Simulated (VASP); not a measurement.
# BaS (P1) in VASP: further runs

The runs below take BaS through single point, with PBEsol.

Everything below comes from runs of VASP 6.6.1. Logs are shortened: lines on timing, memory, paths and dates and some standing lists are left out, and cuts for length are marked.

**1. The cell of the first run**

The typed cell holds 16 atoms: a = 9.093 Å, b = 9.093 Å, c = 9.093 Å, α = 60.00°, β = 60.00°, γ = 60.00°.

**2. Single point, PBEsol**

INCAR reads:

```
SYSTEM = BaS
PREC = Accurate ; ENCUT = 520
EDIFF = 1E-6 ; ISMEAR = -1
SIGMA = 0.0689 ; LREAL = Auto
LASPH = .TRUE. ; NELM = 80
ALGO = Normal ; ISIF = 2
LWAVE = .FALSE. ; LCHARG = .TRUE.
GGA = PS ; LELF = .TRUE.
LVHAR = .TRUE. ; NBANDS = 78
```

KPOINTS reads:

```
Automatic mesh
0
Gamma
  2 2 2
  0.5 0.5 0.5
```

POSCAR reads:

```
BaS
1.0
   -6.4298025573     -6.4298025573      0.0000000000
    0.0000000000     -6.4298025573      6.4298025573
   -6.4298025573      0.0000000000      6.4298025573
Ba S
8 8
Direct
    0.4784939308      0.0122915905     -0.0020401093
    0.0015960055      0.0027877994      0.0067484187
    0.4967268390      0.4946418606     -0.0060607615
    0.0143064269      0.4841754428      0.0076413699
    0.5010078414     -0.0032060860      0.4913408261
   -0.0000315717      0.0033973049      0.4950083570
    0.5074777135      0.5019646360      0.4986220761
    0.0051391936      0.5004584466      0.4999803604
    0.7750218542      0.2433083265      0.2608692079
    0.2415640272      0.2454641470      0.2418371305
    0.7443858435      0.7519627480      0.2699709648
    0.2288888324      0.7502376561      0.2647989553
    0.7514853616      0.2564244369      0.7655458245
    0.2561725629      0.2684391915      0.7453698550
    0.7533033801      0.7264083086      0.7427400698
    0.2289759268      0.7726999322      0.7463887044
```

Potentials or basis: VASP PAW PBE potentials, release 64 (Ba_sv, S).

The run is started by

```bash
$ cat potpaw_PBE.64/Ba_sv/POTCAR potpaw_PBE.64/S/POTCAR > POTCAR
$ mpirun -np 1 vasp_std > vasp.out
```

OUTCAR:

```text
SYSTEM = BaS
   PREC = Accurate
   ENCUT = 520
   EDIFF = 1E-6
   ISMEAR = -1
   LREAL = Auto
   LASPH = .TRUE.
   NELM = 80
   ISIF = 2
   GGA = PS

 ion  position               nearest neighbor table
   1  0.478  0.012  0.998-  14 3.06  10 3.07  12 3.29  13 3.34  11 3.46  15 3.48   4 4.26   2 4.34
                             6 4.44   3 4.45   7 4.50   5 4.52   5 4.58   7 4.60   3 4.64   6 4.66
   2  0.002  0.003  0.007-  12 3.13  13 3.16  16 3.16   9 3.19  11 3.27  14 3.35   1 4.34   6 4.44
                             4 4.44   5 4.48   8 4.53   3 4.54   3 4.57   8 4.57   5 4.62   4 4.66
   3  0.497  0.495  0.994-  13 3.01  15 3.14  10 3.24  16 3.32  12 3.39   9 3.51   4 4.37   7 4.42
                             1 4.45   5 4.53   2 4.54   8 4.54   8 4.56   2 4.57   5 4.57   1 4.64
   4  0.014  0.484  0.008-  10 2.97  14 3.08   9 3.09  16 3.25  15 3.39  11 3.41   1 4.26   3 4.37
                             6 4.40   2 4.44   8 4.51   7 4.54   7 4.56   8 4.59   2 4.66   6 4.69
   5  0.501  0.997  0.491-  11 3.00  16 3.20  15 3.24  10 3.27   9 3.36  14 3.38   7 4.44   2 4.48
                             6 4.51   1 4.52   3 4.53   8 4.55   8 4.55   3 4.57   1 4.58   6 4.58
   6  1.000  0.003  0.495-   9 2.95  16 3.09  10 3.11  12 3.11  13 3.37  15 3.37   4 4.40   2 4.44
                             1 4.44   7 4.51   5 4.51   8 4.53   8 4.57   5 4.58   7 4.59   2 4.66
   7  0.507  0.502  0.499-  14 3.12  11 3.13   9 3.20  13 3.29  12 3.30  16 3.34   3 4.42   5 4.44
                             1 4.50   6 4.51   8 4.52   4 4.54   4 4.56   8 4.57   6 4.59   1 4.60
   8  0.005  0.500  0.500-  15 3.02  12 3.05  11 3.16  14 3.20  13 3.20  10 3.30   4 4.51   7 4.52
                             2 4.53   6 4.53   3 4.54   5 4.55   5 4.55   3 4.56   6 4.57   2 4.57
   9  0.775  0.243  0.261-   6 2.95   4 3.09   2 3.19   7 3.20   5 3.36   3 3.51
  10  0.242  0.245  0.242-   4 2.97   1 3.07   6 3.11   3 3.24   5 3.27   8 3.30
  11  0.744  0.752  0.270-   5 3.00   7 3.13   8 3.16   2 3.27   4 3.41   1 3.46
  12  0.229  0.750  0.265-   8 3.05   6 3.11   2 3.13   1 3.29   7 3.30   3 3.39
  13  0.751  0.256  0.766-   3 3.01   2 3.16   8 3.20   7 3.29   1 3.34   6 3.37
  14  0.256  0.268  0.745-   1 3.06   4 3.08   7 3.12   8 3.20   2 3.35   5 3.38
  15  0.753  0.726  0.743-   8 3.02   3 3.14   5 3.24   6 3.37   4 3.39   1 3.48
  16  0.229  0.773  0.746-   6 3.09   2 3.16   5 3.20   4 3.25   3 3.32   7 3.34

  LATTYP: Found a face centered cubic cell.
 ALAT       =    12.8596051146

  Lattice vectors:

 A1 = (  -6.4298025573,  -6.4298025573,   0.0000000000)
 A2 = (   0.0000000000,  -6.4298025573,   6.4298025573)
 A3 = (  -6.4298025573,   0.0000000000,   6.4298025573)

Analysis of symmetry for initial positions (statically):
=====================================================================
 Subroutine PRICEL returns:
 Original cell was already a primitive cell.

 Routine SETGRP: Setting up the symmetry group for a
 face centered cubic supercell.

 Subroutine GETGRP returns: Found  1 space group operations
 (whereof  1 operations were pure point group operations)
[... 150 lines left out ...]
   ISMEAR =    -1;   SIGMA  =   0.07  broadening in eV -4-tet -1-fermi 0-gaus
   EFERMI_NEDOS =   21; number of points for ismear=-14 and -15
   IALGO  =     38    algorithm
   IMIX   =      4    mixing-type and parameters
     AMIX     =   0.40;   BMIX     =  1.00
     AMIX_MAG =   1.60;   BMIX_MAG =  1.00
  volume/ion in A,a.u.               =      33.23       224.23
  Fermi-wavevector in a.u.,A,eV,Ry     =   1.018444  1.924580 14.112348  1.037228
  Thomas-Fermi vector in A             =   2.151902
   LORBIT       =      0    0 simple, 1 ext, 2 COOP (PROOUT), +10 PAW based schemes
   GGA     = PS    functional components
   LHFCALC =     F    Hartree Fock is set to
   AEXX    =    0.0000 exact exchange contribution
   IVDW    =     0    specifies the selected vdW correction
   LEPSILON=     F    determine dielectric tensor
   LRPA    =     F    only Hartree local field effects (RPA)
 non-spin polarized calculation
  energy-cutoff  :      520.00
  volume of cell :      531.65
 maximum number of plane-waves:     14323
 NGX is ok and might be reduce to    70
   NGX = 33   NGY = 33   NGZ = 33

 number of electron     127.9999997 magnetization

 Free energy of the ion-electron system (eV)
  ---------------------------------------------------
  ext. energy  EPLUGINS =         0.00000000
  ---------------------------------------------------
  free energy    TOTEN  =       -84.96298824 eV

  energy without entropy =      -84.96298819  energy(sigma->0) =      -84.96298822

 E-fermi :   2.3811     XC(G=0):  -8.7273

 val. band max:        1.1107569185   @ k =   0.2500   0.0000   0.0000
 cond. band min:       3.5809242100   @ k =   0.2500   0.0000   0.0000
 fundamental gap:      2.4701672915
 Fermi energy:         2.3811433521

 k-point     1 :       0.2500    0.2500    0.2500
  band No.  band energies     occupation
      1     -25.0513      2.00000
      2     -24.9637      2.00000
      3     -24.8948      2.00000
      4     -24.8795      2.00000
      5     -24.7967      2.00000
      6     -24.7093      2.00000
[... 1253 lines left out ...]
     75       6.0674      0.00000
     76       6.1787      0.00000
 [bands above 76 left out]

------------------------ aborting loop because EDIFF is reached ----------------------------------------

  FORCE on cell =-STRESS in cart. coord.  units (eV):
  Direction    XX          YY          ZZ          XY          YZ          ZX
  --------------------------------------------------------------------------------------
  -------------------------------------------------------------------------------------
  Total       -1.3007591     -3.3948872     -1.7436405     -0.2212936     -0.0130104      0.0465179
  in kB       -3.9199864    -10.2308808     -5.2546600     -0.6668935     -0.0392085      0.1401871
  external PRESSURE =      -6.4685091 kB  Pullay stress =       0.0000000 kB

 VOLUME and BASIS-vectors are now :
 -----------------------------------------------------------------------------
  energy-cutoff  :      520.00
  volume of cell :      531.65
      direct lattice vectors                 reciprocal lattice vectors
    -6.429802557 -6.429802557  0.000000000    -0.077762885 -0.077762885 -0.077762885
     0.000000000 -6.429802557  6.429802557     0.077762885 -0.077762885  0.077762885
    -6.429802557  0.000000000  6.429802557    -0.077762885  0.077762885  0.077762885

 POSITION                                       TOTAL-FORCE (eV/Angst)
 -----------------------------------------------------------------------------------
     -9.49331     -3.15565      6.49572        -0.620818     -0.122310     -0.611145
     -0.05365     -0.02819      0.06132         0.241611      0.161540     -0.108394
     -9.58469     -6.37430      9.57128        -0.107914     -0.319485      0.411638
     -0.14112     -3.20514      3.16229         1.020048     -0.212397      0.463760
     -6.38061     -9.63057      9.56841        -0.253082     -0.056650      0.362521
     -9.61241     -6.45144      3.20465        -0.478830      0.508457      0.246774
[... 8 lines left out ...]
     -9.61926     -9.51425      9.44633         0.046101     -0.123109      0.725749
     -6.27140     -6.44058      9.76744        -0.611227     -0.054868     -0.216417
 -----------------------------------------------------------------------------------
    total drift:                               -0.000230      0.001620     -0.000247

  FREE ENERGIE OF THE ION-ELECTRON SYSTEM (eV)
  ---------------------------------------------------
  free  energy   TOTEN  =       -84.9629882398 eV

  energy  without entropy=      -84.9629881943  energy(sigma->0) =      -84.96298822
```

OSZICAR:

```text
N       E                     dE             d eps       ncg     rms          rms(c)
DAV:   1     0.945857335963E+03    0.94586E+03   -0.55203E+04  2496   0.142E+03
DAV:   2    -0.405388251138E+01   -0.94991E+03   -0.91601E+03  3534   0.270E+02
DAV:   3    -0.863178317897E+02   -0.82264E+02   -0.81742E+02  3034   0.832E+01
DAV:   4    -0.887508300761E+02   -0.24330E+01   -0.24285E+01  3480   0.139E+01
DAV:   5    -0.888267313357E+02   -0.75901E-01   -0.75881E-01  3520   0.239E+00    0.133E+01
DAV:   6    -0.849608369345E+02    0.38659E+01   -0.11156E+01  2824   0.756E+00    0.885E+00
DAV:   7    -0.849279627706E+02    0.32874E-01   -0.28914E+00  3352   0.369E+00    0.509E+00
DAV:   8    -0.849379121043E+02   -0.99493E-02   -0.25033E-01  2976   0.127E+00    0.233E+00
DAV:   9    -0.849598698272E+02   -0.21958E-01   -0.53693E-02  2824   0.803E-01    0.352E-01
DAV:  10    -0.849607938982E+02   -0.92407E-03   -0.56074E-03  2928   0.205E-01    0.187E-01
DAV:  11    -0.849628118916E+02   -0.20180E-02   -0.27329E-03  3008   0.152E-01    0.123E-01
DAV:  12    -0.849629712850E+02   -0.15939E-03   -0.56614E-04  2952   0.609E-02    0.545E-02
DAV:  13    -0.849629849666E+02   -0.13682E-04   -0.50602E-05  3200   0.187E-02    0.965E-03
DAV:  14    -0.849629881018E+02   -0.31352E-05   -0.51700E-06  2464   0.646E-03    0.458E-03
DAV:  15    -0.849629882398E+02   -0.13807E-06   -0.57049E-07  1864   0.227E-03
   1 F= -.84962988E+02 E0= -.84962988E+02  d E =-.455765E-07
```

stdout:

```text
POSCAR found type information on POSCAR BaS
 POSCAR found :  2 types and      16 ions
 scaLAPACK will be used
 -----------------------------------------------------------------------------
|                                                                             |
|                                                                             |
|     You enforced a specific xc type in the INCAR file but a different       |
|     I HOPE YOU KNOW WHAT YOU ARE DOING!                                     |
|                                                                             |
 -----------------------------------------------------------------------------

 LDA part: xc-table for (Slater+PW92), standard interpolation
 POSCAR, INCAR and KPOINTS ok, starting setup
 FFT: planning ... GRIDC
 FFT: planning ... GRID_SOFT
 FFT: planning ... GRID
 WAVECAR not read
 entering main loop
```

Run time: 14 min. Hardware: 1 thread of AMD EPYC 9R45 (Zen 5), shared host; peak memory 0.88 GiB.

Results:

| Quantity | Value |
| --- | --- |
| Free energy | -84.9630 eV |
| Pressure | -0.6 GPa |
| Largest force | 1.140 eV/Å |
| Band gap on the k mesh | 2.47 eV |

Forces in eV/Å, atoms in the order of the input:
```
Ba  -0.621 -0.122 -0.611
Ba   0.242  0.162 -0.108
Ba  -0.108 -0.319  0.412
Ba   1.020 -0.212  0.464
Ba  -0.253 -0.057  0.363
Ba  -0.479  0.508  0.247
Ba   0.094 -0.035  0.060
Ba   0.008  0.271 -0.026
S    0.911  0.366  0.095
S   -0.592 -0.287  0.134
S    0.331 -0.158 -0.461
S   -0.223 -0.582 -0.361
S    0.275  0.337 -0.387
S   -0.040  0.306 -0.329
S    0.046 -0.123  0.726
S   -0.611 -0.055 -0.216
```

Levels at points of the mesh, in eV from the valence-band top:
| k point | band 60 | band 61 | band 62 | band 63 | band 64 | band 65 | band 66 | band 67 | band 68 | band 69 |
| --- | --- | --- | --- | --- | --- | --- | --- | --- | --- | --- |
| (0.25, 0.25, 0.25) | -0.16 | -0.15 | -0.13 | -0.06 | -0.02 | 2.53 | 2.56 | 2.58 | 3.83 | 4.04 |

Caveat: the atoms stand as in a frame of molecular dynamics; the PAW data sets were made with another functional, which shifts forces and pressure a little; spin-orbit coupling is left out, which moves the levels of the heavy elements; a shifted mesh leaves out Γ, where band edges can lie.

**3. Single point, PBEsol**

INCAR reads:

```
SYSTEM = BaS
ALGO = Normal ; EDIFF = 1E-7
ENCUT = 520 ; GGA = PS
ISIF = 2 ; ISMEAR = -1
LASPH = .True. ; LCHARG = .False.
LREAL = Auto ; LWAVE = .False.
NBANDS = 78 ; NELM = 100
PREC = Accurate ; SIGMA = 0.0689
```

KPOINTS is that of step 2.

POSCAR reads:

```
BaS
1.0
   -6.4298025573     -6.4298025573      0.0000000000
    0.0000000000     -6.4298025573      6.4298025573
   -6.4298025573      0.0000000000      6.4298025573
Ba S
8 8
Direct
    0.4612175838      0.0200881752     -0.0050923803
    0.0015390053      0.0058534457      0.0136269348
    0.4931095429      0.4921395287     -0.0122986669
    0.0236275529      0.4754622670      0.0121659257
    0.5020207030     -0.0062815304      0.4845002583
   -0.0016814669      0.0029738860      0.4963500001
    0.5156663009      0.5053765603      0.4965181235
    0.0094283611      0.4996902271      0.5016002391
    0.7727594208      0.2502085384      0.2628437631
    0.2489167413      0.2361175925      0.2429313320
    0.7455405446      0.7540761099      0.2710659440
    0.2314132490      0.7511021461      0.2648724412
    0.7483238338      0.2531030285      0.7752776941
    0.2643278677      0.2747460726      0.7402833847
    0.7418267447      0.7201660484      0.7466583083
    0.2257845380      0.7806011079      0.7501654922
```

Potentials or basis: VASP PAW PBE potentials, release 64 (Ba_sv, S).

The run is started by

```bash
$ cat potpaw_PBE.64/Ba_sv/POTCAR potpaw_PBE.64/S/POTCAR > POTCAR
$ mpirun -np 1 vasp_std > vasp.out
```

Wall time 14 min (1 thread of AMD EPYC 9R45 (Zen 5), shared host); peak memory 0.88 GiB.

The run converged. Its results:

```yaml
Free_energy: -84.4243 eV
Pressure: -0.1 GPa
Largest_force: 1.646 eV/Å
Band_gap_on_the_k_mesh: 2.40 eV
```

Forces on the atoms (eV/Å):
```
Ba  -1.244 -0.234 -1.052
Ba   0.465  0.299 -0.252
Ba  -0.242 -0.442  0.782
Ba   1.441 -0.273  0.733
Ba  -0.402 -0.132  0.685
Ba  -0.585  0.647  0.339
Ba   0.203  0.071  0.011
Ba   0.049  0.339  0.039
S    0.773  0.355 -0.024
S   -0.494 -0.163  0.397
S    0.177 -0.248 -0.724
S   -0.216 -0.459 -0.259
S    0.320  0.200 -0.725
S    0.322  0.396 -0.276
S   -0.027 -0.409  0.644
S   -0.539  0.052 -0.318
```

Stress tensor (GPa, compression positive):
```
 0.23 -0.09  0.09
-0.09 -0.73  0.03
 0.09  0.03  0.18
```

Levels at points of the mesh, in eV from the valence-band top:
| k point | band 60 | band 61 | band 62 | band 63 | band 64 | band 65 | band 66 | band 67 | band 68 | band 69 |
| --- | --- | --- | --- | --- | --- | --- | --- | --- | --- | --- |
| (0.25, 0.25, 0.25) | -0.20 | -0.18 | -0.16 | -0.08 | -0.03 | 2.48 | 2.52 | 2.56 | 3.75 | 3.98 |

Caveat: the atoms stand as in a frame of molecular dynamics; the PAW data sets were made with another functional, which shifts forces and pressure a little; spin-orbit coupling is left out, which moves the levels of the heavy elements; a shifted mesh leaves out Γ, where band edges can lie. A k mesh can miss the band edges.
